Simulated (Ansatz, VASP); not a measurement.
One calculation of Ru4C, two programs

```
CELL_PARAMETERS angstrom
2.67406 0.00000 0.00000
-1.33703 2.31580 0.00000
0.00000 0.00000 23.26220
ATOMIC_POSITIONS crystal
Ru 0.66667 0.33333 0.17195
Ru 0.33333 0.66667 0.26280
Ru 0.66667 0.33333 0.35328
Ru 0.33333 0.66667 0.44115
C 0.33333 0.66667 0.56023
```

Alike in both runs: task single point; functional LDA; k mesh 12 × 12 × 1; occupations gaussian, width 0.1 eV; collinear spin.

|  | VASP | Ansatz |
| --- | --- | --- |
| version | VASP 6.6.1 | Ansatz 0.2.0 |
| potentials or method | VASP PAW LDA potentials, release 64 (Ru_pv, C), cutoff 520 eV | scalar-relativistic, plane waves, PAW |
| valence electrons in the cell | 60 | 68 |

VASP gave:

```
gap on the k mesh at the Fermi level (eV) : none
rms of the force components (eV/Å)        : 0.617
net moment per atom (μB)                  : 0.00
```

Question: What did Ansatz give for the same quantities?

Answer: gap on the k mesh at the Fermi level (eV): none; rms of the force components (eV/Å): 0.610; net moment per atom (μB): 0.00.

Ansatz warns that its potentials were made for another functional, while VASP's fit it. LDA's correlation is that of Perdew and Zunger in VASP and of Perdew and Wang (1992) in Ansatz. Atom by atom the forces differ by 0.019 eV/Å (rms over components). A gap of «none» marks a metal or a gap that the smearing closes. VASP's potentials hold 60 valence electrons a cell and Ansatz's 68, so a difference there can come from the potentials and not from the codes. Ansatz's warnings: seeded moment not kept.
